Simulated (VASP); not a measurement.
# C (Amm2) in VASP: notebook

Runs on C. Level: PBE. Tasks: single point.

Program: VASP 6.6.1. These are calculated values, not measurements. Logs are shortened: lines on timing, memory, paths and dates and some standing lists are left out, and cuts for length are marked.

## (1) The cell of the first run

The structure is orthorhombic, space group Amm2 (No. 38). Conventional cell: a = 8.236 Å, b = 2.497 Å, c = 4.325 Å, α = 90.00°, β = 90.00°, γ = 90.00°. Within 2.0 Å of C (site symmetry m) lie 4 C at 1.49 to 1.62 Å. Within 1.9 Å of C (site symmetry m) lie 4 C at 1.44 to 1.58 Å. C (site symmetry m) has 4 C at 1.49 to 1.62 Å within 2.0 Å. Within 1.9 Å of C (site symmetry m) lie 4 C at 1.44 to 1.58 Å.

## (2) Single point, PBE (atoms displaced along a vibrational mode, the cell strained)

INCAR

```
SYSTEM = C
PREC = Accurate
ENCUT = 520
EDIFF = 1E-6
ISMEAR = 0
SIGMA = 0.05
LREAL = .FALSE.
LASPH = .TRUE.
NELM = 80
ALGO = Normal
ISIF = 2
LWAVE = .FALSE.
LCHARG = .TRUE.
GGA = PE
LELF = .TRUE.
LVHAR = .TRUE.
NBANDS = 26
```

KPOINTS

```
Automatic mesh
0
G
  12 12 4
  0 0 0
```

POSCAR

```
C
1.0
    2.4971642856      0.0000000000      0.0000000000
   -1.2485821428      2.1626077088      0.0000000000
    0.0000000000      0.0000000000      8.2357629922
C
8
Direct
   -0.0110056021     -0.0220112043      0.0929732494
   -0.0110056021     -0.0220112043      0.5929732494
   -0.0110056021     -0.0220112043      0.4070267506
   -0.0110056021     -0.0220112043      0.9070267506
    0.3443389355      0.6886778709      0.1555299995
    0.6776722688      0.3553445376      0.6555299995
    0.3443389355      0.6886778709      0.3444700005
    0.6776722688      0.3553445376      0.8444700005
```

Potentials or basis: VASP PAW PBE potentials, release 64 (C).

Launch:

```console
$ cat potpaw_PBE.64/C/POTCAR > POTCAR
$ mpirun -np 1 vasp_std > vasp.out
```

OUTCAR:

```text
SYSTEM = C
   PREC = Accurate
   ENCUT = 520
   EDIFF = 1E-6
   ISMEAR = 0
   LREAL = .FALSE.
   LASPH = .TRUE.
   NELM = 80
   ISIF = 2
   GGA = PE

 ion  position               nearest neighbor table
   1  0.989  0.978  0.093-   5 1.49   5 1.49   4 1.53   5 1.62
   2  0.989  0.978  0.593-   6 1.44   3 1.53   6 1.58   6 1.58
   3  0.989  0.978  0.407-   7 1.49   7 1.49   2 1.53   7 1.62
   4  0.989  0.978  0.907-   8 1.44   1 1.53   8 1.58   8 1.58
   5  0.344  0.689  0.156-   1 1.49   1 1.49   7 1.56   1 1.62
   6  0.678  0.355  0.656-   2 1.44   8 1.56   2 1.58   2 1.58
   7  0.344  0.689  0.344-   3 1.49   3 1.49   5 1.56   3 1.62
   8  0.678  0.355  0.844-   4 1.44   6 1.56   4 1.58   4 1.58

  LATTYP: Found a hexagonal cell.
 ALAT       =     2.4971642856
 C/A-ratio  =     3.2980461236

  Lattice vectors:

 A1 = (   2.4971642856,   0.0000000000,   0.0000000000)
 A2 = (  -1.2485821428,   2.1626077088,   0.0000000000)
 A3 = (   0.0000000000,   0.0000000000,   8.2357629922)

Analysis of symmetry for initial positions (statically):
=====================================================================
 Subroutine PRICEL returns:
 Original cell was already a primitive cell.

 Routine SETGRP: Setting up the symmetry group for a
 hexagonal supercell.

 Subroutine GETGRP returns: Found  4 space group operations
 (whereof  2 operations were pure point group operations)
 out of a pool of 24 trial point group operations.

The static configuration has the point symmetry C_1h.
 The point group associated with its full space group is C_2v.

Analysis of symmetry for dynamics (positions and initial velocities):
=====================================================================
 Subroutine PRICEL returns:
 Original cell was already a primitive cell.

 Routine SETGRP: Setting up the symmetry group for a
 hexagonal supercell.

 Subroutine GETGRP returns: Found  4 space group operations
 (whereof  2 operations were pure point group operations)
 out of a pool of 24 trial point group operations.

The dynamic configuration has the point symmetry C_1h.
 The point group associated with its full space group is C_2v.

 Subroutine INISYM returns: Found  4 space group operations
 (whereof  2 operations are pure point group operations),
 and found     1 'primitive' translations

----------------------------------------------------------------------------------------
[... 110 lines left out ...]
   NFREE  =      0    steps in history (QN), initial steepest desc. (CG)
   ISIF   =      2    stress and relaxation
   ISYM   =      2    0-nonsym 1-usesym 2-fastsym
   POTIM  = 0.5000    time-step for ionic-motion
   TEBEG  =    0.0;   TEEND  =   0.0 temperature during run
   PSTRESS=    0.0 pullay stress
   NELECT =      32.0000    total number of electrons
   NUPDOWN=      -1.0000    fix difference up-down
   EMIN   =  10.00;   EMAX   =-10.00  energy-range for DOS
   EFERMI =   0.00;   METHOD = LEGACY
   ISMEAR =     0;   SIGMA  =   0.05  broadening in eV -4-tet -1-fermi 0-gaus
   EFERMI_NEDOS =   21; number of points for ismear=-14 and -15
   IALGO  =     38    algorithm
   IMIX   =      4    mixing-type and parameters
     AMIX     =   0.40;   BMIX     =  1.00
     AMIX_MAG =   1.60;   BMIX_MAG =  1.00
  volume/ion in A,a.u.               =       5.56        37.52
  Fermi-wavevector in a.u.,A,eV,Ry     =   1.466950  2.772133 29.278945  2.151942
  Thomas-Fermi vector in A             =   2.582626
   LORBIT       =      0    0 simple, 1 ext, 2 COOP (PROOUT), +10 PAW based schemes
   GGA     = PE    functional components
   LHFCALC =     F    Hartree Fock is set to
   AEXX    =    0.0000 exact exchange contribution
   IVDW    =     0    specifies the selected vdW correction
   LEPSILON=     F    determine dielectric tensor
   LRPA    =     F    only Hartree local field effects (RPA)
 non-spin polarized calculation
 Gauss-broadening in eV      SIGMA  =   0.05
  energy-cutoff  :      520.00
  volume of cell :       44.48
 maximum number of plane-waves:      1230
   NGX =  9   NGY =  9   NGZ = 31

 number of electron      31.9999998 magnetization

 Free energy of the ion-electron system (eV)
  ---------------------------------------------------
  ext. energy  EPLUGINS =         0.00000000
  ---------------------------------------------------
  free energy    TOTEN  =       -72.01891589 eV

  energy without entropy =      -72.01891589  energy(sigma->0) =      -72.01891589

 E-fermi :  11.0294     XC(G=0): -13.3481

 val. band max:       10.7363459502   @ k =   0.0000   0.0000   0.0000
 cond. band min:      14.2878825747   @ k =   0.5000  -0.0000   0.0000
 fundamental gap:      3.5515366245
 Fermi energy:        11.0294394957

 k-point     1 :       0.0000    0.0000    0.0000
  band No.  band energies     occupation
      1     -11.7669      2.00000
      2     -10.1031      2.00000
      3      -9.9988      2.00000
      4      -6.0000      2.00000
      5      -3.6101      2.00000
      6       3.1591      2.00000
[... 685 lines left out ...]
     25      21.3523      0.00000
     26      22.4306      0.00000

 [... further k-points ...]

------------------------ aborting loop because EDIFF is reached ----------------------------------------

  FORCE on cell =-STRESS in cart. coord.  units (eV):
  Direction    XX          YY          ZZ          XY          YZ          ZX
  --------------------------------------------------------------------------------------
  -------------------------------------------------------------------------------------
  Total        4.0980946      5.1194706      3.9717340      0.0000000      0.0000000      0.0000000
  in kB      147.6263435    184.4195394    143.0744319      0.0000000      0.0000000      0.0000000
  external PRESSURE =     158.3734382 kB  Pullay stress =       0.0000000 kB

 VOLUME and BASIS-vectors are now :
 -----------------------------------------------------------------------------
  energy-cutoff  :      520.00
  volume of cell :       44.48
      direct lattice vectors                 reciprocal lattice vectors
     2.497164286  0.000000000  0.000000000     0.400454230  0.231202357  0.000000000
    -1.248582143  2.162607709  0.000000000     0.000000000  0.462404714  0.000000000
     0.000000000  0.000000000  8.235762992     0.000000000  0.000000000  0.121421658

 POSITION                                       TOTAL-FORCE (eV/Angst)
 -----------------------------------------------------------------------------------
      1.24858      2.11501      0.76571         0.000000      2.774215     -0.309914
      1.24858      2.11501      4.88359         0.000000      3.575140     -0.370268
      1.24858      2.11501      3.35218         0.000000      2.774215      0.309914
      1.24858      2.11501      7.47006         0.000000      3.575140      0.370268
      0.00000      1.48934      1.28091         0.000000     -2.778648      0.341890
      1.24858      0.76847      5.39879        -0.000000     -3.570707      0.401376
      0.00000      1.48934      2.83697         0.000000     -2.778648     -0.341890
      1.24858      0.76847      6.95485        -0.000000     -3.570707     -0.401376
 -----------------------------------------------------------------------------------
    total drift:                               -0.000000     -0.000018      0.000000

  FREE ENERGIE OF THE ION-ELECTRON SYSTEM (eV)
  ---------------------------------------------------
  free  energy   TOTEN  =       -72.0189158918 eV

  energy  without entropy=      -72.0189158918  energy(sigma->0) =      -72.01891589
```

OSZICAR:

```text
N       E                     dE             d eps       ncg     rms          rms(c)
DAV:   1     0.658530294277E+02    0.65853E+02   -0.16602E+04  6708   0.120E+03
DAV:   2    -0.696551058322E+02   -0.13551E+03   -0.12710E+03  8758   0.232E+02
DAV:   3    -0.747600258200E+02   -0.51049E+01   -0.50597E+01  9064   0.396E+01
DAV:   4    -0.748071923416E+02   -0.47167E-01   -0.47078E-01  8486   0.417E+00
DAV:   5    -0.748079257987E+02   -0.73346E-03   -0.73261E-03  8934   0.482E-01    0.115E+01
DAV:   6    -0.727134641090E+02    0.20945E+01   -0.13682E+00  7610   0.639E+00    0.687E+00
DAV:   7    -0.720148057126E+02    0.69866E+00   -0.16684E+00  8006   0.727E+00    0.151E+00
DAV:   8    -0.720186582457E+02   -0.38525E-02   -0.44361E-02  8534   0.118E+00    0.107E-01
DAV:   9    -0.720188330437E+02   -0.17480E-03   -0.73688E-04  8866   0.179E-01    0.386E-02
DAV:  10    -0.720188999773E+02   -0.66934E-04   -0.69711E-05  8132   0.563E-02    0.149E-02
DAV:  11    -0.720189153285E+02   -0.15351E-04   -0.12575E-05  8420   0.245E-02    0.301E-03
DAV:  12    -0.720189158918E+02   -0.56336E-06   -0.62396E-07  6074   0.565E-03
   1 F= -.72018916E+02 E0= -.72018916E+02  d E =-.584799E-19
```

Run time: 64 s. Hardware: 1 thread of AMD EPYC 9R45 (Zen 5), shared host; peak memory 0.2 GiB.

What came out:

| Quantity | Value |
| --- | --- |
| Free energy | -72.0189 eV |
| Pressure | 15.8 GPa |
| Largest force | 3.594 eV/Å |
| Band gap on the k mesh | 3.55 eV (least direct gap 3.99 eV) |

Forces on the atoms (eV/Å):
```
C    0.000  2.774 -0.310
C    0.000  3.575 -0.370
C    0.000  2.774  0.310
C    0.000  3.575  0.370
C    0.000 -2.779  0.342
C    0.000 -3.571  0.401
C    0.000 -2.779 -0.342
C    0.000 -3.571 -0.401
```

Levels at points of the mesh, in eV from the valence-band top:
```tsv
k point	band 13	band 14	band 15	band 16	band 17	band 18	band 19	band 20
(0.00, 0.00, 0.00)	-1.82	-0.75	-0.04	0.00	3.99	4.08	4.86	6.29
(0.50, 0.00, 0.00)	-5.50	-5.13	-4.29	-3.48	3.55	5.05	5.13	5.15
(0.00, 0.50, 0.00)	-5.56	-5.40	-4.35	-3.57	4.00	5.05	5.41	5.57
(0.00, 0.00, 0.50)	-1.53	-1.48	-0.27	-0.24	4.27	4.34	5.82	6.01
(0.50, 0.00, 0.50)	-5.58	-5.06	-4.35	-4.04	3.88	4.08	6.07	6.52
(0.00, 0.50, 0.50)	-6.00	-4.84	-4.64	-4.03	4.16	4.62	5.64	6.70
```

Caveat: the cell differs from its parent crystal (atoms displaced along a vibrational mode, the cell strained); the cell stands under pressure; forces of over 1 eV/Å act on the atoms, so gaps and moduli don't describe the material at rest.

## (3) Single point, PBE (atoms displaced along a vibrational mode, the cell strained)

INCAR

```
ALGO = Normal
EDIFF = 1E-6
ENCUT = 520
GGA = PE
ISIF = 2
ISMEAR = 0
LASPH = T
LCHARG = T
LELF = T
LREAL = F
LVHAR = T
LWAVE = F
NBANDS = 26
NELM = 60
PREC = Accurate
SIGMA = 0.05
```

KPOINTS

```
k-points
0
Gamma
  12 12 4
```

Changes to POSCAR since step 2:

```diff
@@ -2,5 +2,5 @@
 1.0
-    2.4971642856      0.0000000000      0.0000000000
-   -1.2485821428      2.1626077088      0.0000000000
-    0.0000000000      0.0000000000      8.2357629922
+    2.5810158241      0.0000000000      0.0000000000
+   -1.2905079120      2.2352252712      0.0000000000
+    0.0000000000      0.0000000000      8.5123092337
 C
```

Potentials or basis: VASP PAW PBE potentials, release 64 (C).

Launch:

```console
$ cat potpaw_PBE.64/C/POTCAR > POTCAR
$ mpirun -np 1 vasp_std > vasp.out
```

OUTCAR:

```text
EDIFF = 1E-6
   ENCUT = 520
   GGA = PE
   ISIF = 2
   ISMEAR = 0
   LASPH = T
   LREAL = F
   NELM = 60
   PREC = Accurate

 ion  position               nearest neighbor table
   1  0.989  0.978  0.093-   5 1.54   5 1.54   4 1.58   5 1.68
   2  0.989  0.978  0.593-   6 1.49   3 1.58   6 1.63   6 1.63
   3  0.989  0.978  0.407-   7 1.54   7 1.54   2 1.58   7 1.68
   4  0.989  0.978  0.907-   8 1.49   1 1.58   8 1.63   8 1.63
   5  0.344  0.689  0.156-   1 1.54   1 1.54   7 1.61   1 1.68
   6  0.678  0.355  0.656-   2 1.49   8 1.61   2 1.63   2 1.63
   7  0.344  0.689  0.344-   3 1.54   3 1.54   5 1.61   3 1.68
   8  0.678  0.355  0.844-   4 1.49   6 1.61   4 1.63   4 1.63

  LATTYP: Found a hexagonal cell.
 ALAT       =     2.5810158241
 C/A-ratio  =     3.2980461236

  Lattice vectors:

 A1 = (   2.5810158241,   0.0000000000,   0.0000000000)
 A2 = (  -1.2905079120,   2.2352252712,   0.0000000000)
 A3 = (   0.0000000000,   0.0000000000,   8.5123092337)

Analysis of symmetry for initial positions (statically):
=====================================================================
 Subroutine PRICEL returns:
 Original cell was already a primitive cell.

 Routine SETGRP: Setting up the symmetry group for a
 hexagonal supercell.

 Subroutine GETGRP returns: Found  4 space group operations
 (whereof  2 operations were pure point group operations)
 out of a pool of 24 trial point group operations.

The static configuration has the point symmetry C_1h.
 The point group associated with its full space group is C_2v.

Analysis of symmetry for dynamics (positions and initial velocities):
=====================================================================
 Subroutine PRICEL returns:
 Original cell was already a primitive cell.

 Routine SETGRP: Setting up the symmetry group for a
 hexagonal supercell.

 Subroutine GETGRP returns: Found  4 space group operations
 (whereof  2 operations were pure point group operations)
 out of a pool of 24 trial point group operations.
[... 139 lines left out ...]
   GGA     = PE    functional components
   LHFCALC =     F    Hartree Fock is set to
   AEXX    =    0.0000 exact exchange contribution
   IVDW    =     0    specifies the selected vdW correction
   LEPSILON=     F    determine dielectric tensor
   LRPA    =     F    only Hartree local field effects (RPA)
 non-spin polarized calculation
 Gauss-broadening in eV      SIGMA  =   0.05
  energy-cutoff  :      520.00
  volume of cell :       49.11
 maximum number of plane-waves:      1338
   NGX =  9   NGY =  9   NGZ = 31

 number of electron      32.0000000 magnetization

 Free energy of the ion-electron system (eV)
  ---------------------------------------------------
  ext. energy  EPLUGINS =         0.00000000
  ---------------------------------------------------
  free energy    TOTEN  =       -71.85344400 eV

  energy without entropy =      -71.85344400  energy(sigma->0) =      -71.85344400

 E-fermi :   9.5969     XC(G=0): -12.8542

 val. band max:        9.2929996300   @ k =   0.0000   0.0000   0.0000
 cond. band min:      12.6459917819   @ k =   0.4167  -0.0000   0.0000
 fundamental gap:      3.3529921519
 Fermi energy:         9.5968989799

 k-point     1 :       0.0000    0.0000    0.0000
  band No.  band energies     occupation
      1     -11.8674      2.00000
      2     -10.3192      2.00000
      3     -10.2189      2.00000
      4      -6.6490      2.00000
      5      -3.9356      2.00000
      6       2.2188      2.00000
[... 685 lines left out ...]
     25      19.2095      0.00000
     26      20.2812      0.00000

 [... further k-points ...]

------------------------ aborting loop because EDIFF is reached ----------------------------------------

  FORCE on cell =-STRESS in cart. coord.  units (eV):
  Direction    XX          YY          ZZ          XY          YZ          ZX
  --------------------------------------------------------------------------------------
  -------------------------------------------------------------------------------------
  Total       -7.7935208     -6.8048378     -7.9608467     -0.0000000      0.0000000      0.0000000
  in kB     -254.2640269   -222.0081928   -259.7230440     -0.0000000      0.0000000      0.0000000
  external PRESSURE =    -245.3317546 kB  Pullay stress =       0.0000000 kB

 VOLUME and BASIS-vectors are now :
 -----------------------------------------------------------------------------
  energy-cutoff  :      520.00
  volume of cell :       49.11
      direct lattice vectors                 reciprocal lattice vectors
     2.581015824  0.000000000  0.000000000     0.387444351  0.223691100  0.000000000
    -1.290507912  2.235225271  0.000000000     0.000000000  0.447382200  0.000000000
     0.000000000  0.000000000  8.512309234     0.000000000  0.000000000  0.117476935

 POSITION                                       TOTAL-FORCE (eV/Angst)
 -----------------------------------------------------------------------------------
      1.29051      2.18603      0.79142         0.000000      2.259438     -0.230523
      1.29051      2.18603      5.04757         0.000000      2.889646     -0.280056
      1.29051      2.18603      3.46474         0.000000      2.259438      0.230523
      1.29051      2.18603      7.72089         0.000000      2.889646      0.280056
      0.00000      1.53935      1.32392        -0.000000     -2.263476      0.214619
      1.29051      0.79428      5.58007        -0.000000     -2.885608      0.262889
      0.00000      1.53935      2.93224        -0.000000     -2.263476     -0.214619
      1.29051      0.79428      7.18839        -0.000000     -2.885608     -0.262889
 -----------------------------------------------------------------------------------
    total drift:                               -0.000000     -0.000194     -0.000000

  FREE ENERGIE OF THE ION-ELECTRON SYSTEM (eV)
  ---------------------------------------------------
  free  energy   TOTEN  =       -71.8534439975 eV

  energy  without entropy=      -71.8534439975  energy(sigma->0) =      -71.85344400
```

OSZICAR:

```text
N       E                     dE             d eps       ncg     rms          rms(c)
DAV:   1     0.622683862753E+02    0.62268E+02   -0.16389E+04  6708   0.119E+03
DAV:   2    -0.687222466559E+02   -0.13099E+03   -0.12294E+03  8924   0.223E+02
DAV:   3    -0.738426026063E+02   -0.51204E+01   -0.50753E+01  9144   0.390E+01
DAV:   4    -0.738951673581E+02   -0.52565E-01   -0.52441E-01  8564   0.436E+00
DAV:   5    -0.738961875812E+02   -0.10202E-02   -0.10192E-02  8980   0.565E-01    0.101E+01
DAV:   6    -0.723625658738E+02    0.15336E+01   -0.10314E+00  7722   0.536E+00    0.603E+00
DAV:   7    -0.718499375009E+02    0.51263E+00   -0.12895E+00  8062   0.618E+00    0.121E+00
DAV:   8    -0.718531232102E+02   -0.31857E-02   -0.34587E-02  8590   0.101E+00    0.107E-01
DAV:   9    -0.718533579732E+02   -0.23476E-03   -0.71913E-04  8938   0.171E-01    0.380E-02
DAV:  10    -0.718534273105E+02   -0.69337E-04   -0.62254E-05  8224   0.524E-02    0.147E-02
DAV:  11    -0.718534436553E+02   -0.16345E-04   -0.15719E-05  8244   0.265E-02    0.269E-03
DAV:  12    -0.718534439975E+02   -0.34222E-06   -0.42837E-07  6216   0.474E-03
   1 F= -.71853444E+02 E0= -.71853444E+02  d E =-.442970E-20
```

It took 4.1 min on 1 thread of AMD EPYC 7R13, shared host; peak memory 0.2 GiB.

What came out:

* Free energy: -71.8534 eV
* Pressure: -24.5 GPa
* Largest force: 2.903 eV/Å
* Band gap on the k mesh: 3.35 eV (least direct gap 3.80 eV)

Forces on the atoms (eV/Å):
```
C    0.000  2.259 -0.231
C    0.000  2.890 -0.280
C    0.000  2.259  0.231
C    0.000  2.890  0.280
C    0.000 -2.263  0.215
C    0.000 -2.886  0.263
C    0.000 -2.263 -0.215
C    0.000 -2.886 -0.263
```

Stress tensor (GPa, compression positive):
```
-25.43   0.00   0.00
  0.00 -22.20   0.00
  0.00   0.00 -25.97
```

Caveat: the cell differs from its parent crystal (atoms displaced along a vibrational mode, the cell strained); the cell stands under tension; forces of over 1 eV/Å act on the atoms, so gaps and moduli don't describe the material at rest. A k mesh can miss the band edges.
